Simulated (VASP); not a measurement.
# Cd (Im-3m) in VASP: a series of runs, part 2 of 2

VASP 6.6.1.

## Step 4: Single point, LDA (volume scaled by 1.12)

Contents of INCAR:

```
SYSTEM = Cd
ALGO = Normal
EDIFF = 1E-7
ENCUT = 520
ISIF = 2
ISMEAR = -1
LASPH = .True.
LCHARG = .False.
LREAL = .False.
LWAVE = .False.
NBANDS = 12
NELM = 80
PREC = Accurate
SIGMA = 0.1
```

Contents of KPOINTS:

```
k-points
0
Gamma
  14 14 14
  0 0 0
```

Contents of POSCAR:

```
Cd
1.0
   -1.7852893466      1.7852893466      1.7852893466
    1.7852893466     -1.7852893466      1.7852893466
    1.7852893466      1.7852893466     -1.7852893466
Cd
1
Direct
    0.0000000000      0.0000000000      0.0000000000
```

Potentials or basis: VASP PAW LDA potentials, release 64 (Cd).

On the command line:

```
$ cat potpaw_LDA.64/Cd/POTCAR > POTCAR
$ mpirun -np 1 vasp_std > vasp.out
```

OUTCAR:

```text
SYSTEM = Cd
   EDIFF = 1E-7
   ENCUT = 520
   ISIF = 2
   ISMEAR = -1
   LASPH = .True.
   LREAL = .False.
   NELM = 80
   PREC = Accurate

 ion  position               nearest neighbor table
   1  0.000  0.000  0.000-

  LATTYP: Found a body centered cubic cell.
 ALAT       =     3.5705786932

  Lattice vectors:

 A1 = (  -1.7852893466,   1.7852893466,   1.7852893466)
 A2 = (   1.7852893466,  -1.7852893466,   1.7852893466)
 A3 = (   1.7852893466,   1.7852893466,  -1.7852893466)

Analysis of symmetry for initial positions (statically):
=====================================================================
 Subroutine PRICEL returns:
 Original cell was already a primitive cell.

 Routine SETGRP: Setting up the symmetry group for a
 body centered cubic supercell.

 Subroutine GETGRP returns: Found 48 space group operations
 (whereof 48 operations were pure point group operations)
 out of a pool of 48 trial point group operations.

The static configuration has the point symmetry O_h .

Analysis of symmetry for dynamics (positions and initial velocities):
=====================================================================
 Subroutine PRICEL returns:
 Original cell was already a primitive cell.

 Routine SETGRP: Setting up the symmetry group for a
 body centered cubic supercell.

 Subroutine GETGRP returns: Found 48 space group operations
 (whereof 48 operations were pure point group operations)
 out of a pool of 48 trial point group operations.

The dynamic configuration has the point symmetry O_h .

 Subroutine INISYM returns: Found 48 space group operations
 (whereof 48 operations are pure point group operations),
 and found     1 'primitive' translations

----------------------------------------------------------------------------------------

                                     Primitive cell

  volume of cell :      22.7607

  direct lattice vectors                    reciprocal lattice vectors
    -1.785289347  1.785289347  1.785289347     0.000000000  0.280066646  0.280066646
     1.785289347 -1.785289347  1.785289347     0.280066646  0.000000000  0.280066646
[... 106 lines left out ...]
  Thomas-Fermi vector in A             =   2.452207
   LORBIT       =      0    0 simple, 1 ext, 2 COOP (PROOUT), +10 PAW based schemes
   GGA     = CA    functional components
   LHFCALC =     F    Hartree Fock is set to
   AEXX    =    0.0000 exact exchange contribution
   IVDW    =     0    specifies the selected vdW correction
   LEPSILON=     F    determine dielectric tensor
   LRPA    =     F    only Hartree local field effects (RPA)
 non-spin polarized calculation
  energy-cutoff  :      520.00
  volume of cell :       22.76
 maximum number of plane-waves:       629
   NGX = 11   NGY = 11   NGZ = 11

 number of electron      12.0000007 magnetization

 Free energy of the ion-electron system (eV)
  ---------------------------------------------------
  ext. energy  EPLUGINS =         0.00000000
  ---------------------------------------------------
  free energy    TOTEN  =        -1.40089504 eV

  energy without entropy =       -1.38670102  energy(sigma->0) =       -1.39379803

 E-fermi :   2.2913     XC(G=0): -11.1064

 val. band max:        2.2744124578   @ k =  -0.4286   0.5000   0.0714
 cond. band min:       2.2987997987   @ k =  -0.4286  -0.4286   0.1429
 fundamental gap:      0.0243873409
 Fermi energy:         2.2913115323

 k-point     1 :       0.0000    0.0000    0.0000
  band No.  band energies     occupation
      1      -6.7559      2.00000
      2      -6.7559      2.00000
      3      -6.7559      2.00000
      4      -6.2243      2.00000
      5      -6.1450      2.00000
      6      -6.1450      2.00000
      7      17.7529      0.00000
      8      17.7529      0.00000
      9      17.7529      0.00000
     10      17.9867      0.00000
     11      17.9867      0.00000
     12      17.9867      0.00000
[... 331 lines left out ...]
 k-point    24 :       0.3571    0.2857    0.0000
  band No.  band energies     occupation
      1      -7.0254      2.00000
      2      -6.6515      2.00000
      3      -6.4620      2.00000
      4      -6.1305      2.00000
      5      -6.0459      2.00000
      6       2.3796      0.58513
      7       2.5945      0.09197
      8       4.4442      0.00000
      9      11.4271      0.00000
     10      18.6946      0.00000
     11      19.8188      0.00000
     12      21.5476      0.00000

 [... further k-points ...]
[... 5 lines left out ...]
  --------------------------------------------------------------------------------------
  -------------------------------------------------------------------------------------
  Total       -0.6884608     -0.6884608     -0.6884608     -0.0000000      0.0000000      0.0000000
  in kB      -48.4622961    -48.4622961    -48.4622961     -0.0000000      0.0000000      0.0000000
  external PRESSURE =     -48.4622961 kB  Pullay stress =       0.0000000 kB

 VOLUME and BASIS-vectors are now :
 -----------------------------------------------------------------------------
  energy-cutoff  :      520.00
  volume of cell :       22.76
      direct lattice vectors                 reciprocal lattice vectors
    -1.785289347  1.785289347  1.785289347     0.000000000  0.280066646  0.280066646
     1.785289347 -1.785289347  1.785289347     0.280066646  0.000000000  0.280066646
     1.785289347  1.785289347 -1.785289347     0.280066646  0.280066646  0.000000000

 POSITION                                       TOTAL-FORCE (eV/Angst)
 -----------------------------------------------------------------------------------
      0.00000      0.00000      0.00000        -0.000000     -0.000000     -0.000000
 -----------------------------------------------------------------------------------
    total drift:                                0.000000      0.000000      0.000000

  FREE ENERGIE OF THE ION-ELECTRON SYSTEM (eV)
  ---------------------------------------------------
  free  energy   TOTEN  =        -1.4008950413 eV

  energy  without entropy=       -1.3867010243  energy(sigma->0) =       -1.39379803
```

OSZICAR:

```text
N       E                     dE             d eps       ncg     rms          rms(c)
DAV:   1     0.713985454998E+02    0.71399E+02   -0.68051E+03  2608   0.983E+02
DAV:   2    -0.164488304156E+00   -0.71563E+02   -0.68002E+02  2724   0.238E+02
DAV:   3    -0.146107614773E+01   -0.12966E+01   -0.12959E+01  2928   0.361E+01
DAV:   4    -0.146273837578E+01   -0.16622E-02   -0.16622E-02  2752   0.129E+00
DAV:   5    -0.146274264710E+01   -0.42713E-05   -0.42715E-05  2876   0.653E-02    0.284E+00
DAV:   6    -0.140802293675E+01    0.54720E-01   -0.13076E-01  2816   0.454E+00    0.232E+00
DAV:   7    -0.140204205010E+01    0.59809E-02   -0.92494E-03  2812   0.893E-01    0.116E+00
DAV:   8    -0.140088802952E+01    0.11540E-02   -0.12883E-03  2644   0.489E-01    0.450E-02
DAV:   9    -0.140089388897E+01   -0.58595E-05   -0.30190E-06  2836   0.154E-02    0.123E-02
DAV:  10    -0.140089504406E+01   -0.11551E-05   -0.10485E-06  2692   0.131E-02    0.827E-04
DAV:  11    -0.140089504133E+01    0.27335E-08   -0.85154E-09  1452   0.101E-03
   1 F= -.14008950E+01 E0= -.13937980E+01  d E =-.141940E-01
```

Run time: 8 s. Hardware: 1 thread of Intel Xeon 6975P-C (Granite Rapids), shared host; peak memory 0.14 GiB.

What came out:

* Free energy: -1.4009 eV
* Pressure: -4.8 GPa
* Band gap on the k mesh: zero (band 6 reaches 5.69 eV, above the bottom of band 7 at 1.32 eV)

Caveat: the cell differs from its parent crystal (volume scaled by 1.12).

## Step 5: Single point, LDA

This run uses another cell than the first one, of 20.32 Å³/atom, 0.962 times its volume.

Contents of INCAR:

```
SYSTEM = Cd
PREC     = Accurate       ! precision mode
ENCUT    = 520            ! plane-wave cutoff, eV
EDIFF    = 1E-7           ! SCF threshold, eV
ISMEAR   = -1             ! smearing method
SIGMA    = 0.1            ! smearing width, eV
LREAL    = .False.        ! projectors in reciprocal space
LASPH    = .True.         ! aspherical terms in the spheres
NELM     = 100            ! most SCF steps
ALGO     = Normal         ! electronic algorithm
ISIF     = 2              ! what is computed and relaxed
LWAVE    = .False.        ! write WAVECAR
LCHARG   = .False.        ! write CHGCAR
NBANDS   = 12             ! bands
```

Contents of KPOINTS:

```
regular mesh
0
Gamma
  21 21 21
  0 0 0
```

Contents of POSCAR:

```
Cd
1.0
   -1.7191058011      1.7191058011      1.7191058011
    1.7191058011     -1.7191058011      1.7191058011
    1.7191058011      1.7191058011     -1.7191058011
Cd
1
Direct
    0.0000000000      0.0000000000      0.0000000000
```

On the command line:

```
$ cat potpaw_LDA.64/Cd/POTCAR > POTCAR
$ mpirun -np 1 vasp_std > vasp.out
```

Run time: 19 s. Hardware: 1 thread of Intel Xeon 6975P-C (Granite Rapids), shared host; peak memory 0.17 GiB.

It converged, with:

```yaml
Free_energy: -1.4416 eV
Pressure: 0.5 GPa
Band_gap_on_the_k_mesh: zero (band 6 reaches 6.30 eV, above the bottom of band 7 at 2.43 eV)
```

Levels at points of the mesh, in eV from the Fermi level:
```tsv
k point	band 2	band 3	band 4	band 5	band 6	band 7	band 8	band 9	band 10	band 11
(0.00, 0.00, 0.00)	-9.51	-9.51	-9.49	-8.74	-8.74	15.87	15.87	15.87	17.24	17.24
```

## Step 6: Summary

```csv
cell,k mesh,gap on the mesh (eV),pressure (GPa)
"a = 3.017 Å, angles 109.5°, 1 atom",14 × 14 × 14,none,-1.9
"a = 3.055 Å, angles 109.5°, 1 atom",14 × 14 × 14,none,-3.6
"a = 3.092 Å, angles 109.5°, 1 atom",14 × 14 × 14,none,-4.8
"a = 2.978 Å, angles 109.5°, 1 atom",21 × 21 × 21,none,0.5
```

Alike in all rows: task single point; level LDA; potentials or basis VASP PAW LDA potentials, release 64 (Cd); no spin polarisation; cutoff (eV) 520; smearing fermi-dirac 0.1 eV.

Absolute energies hang on the potentials; compare differences alone.
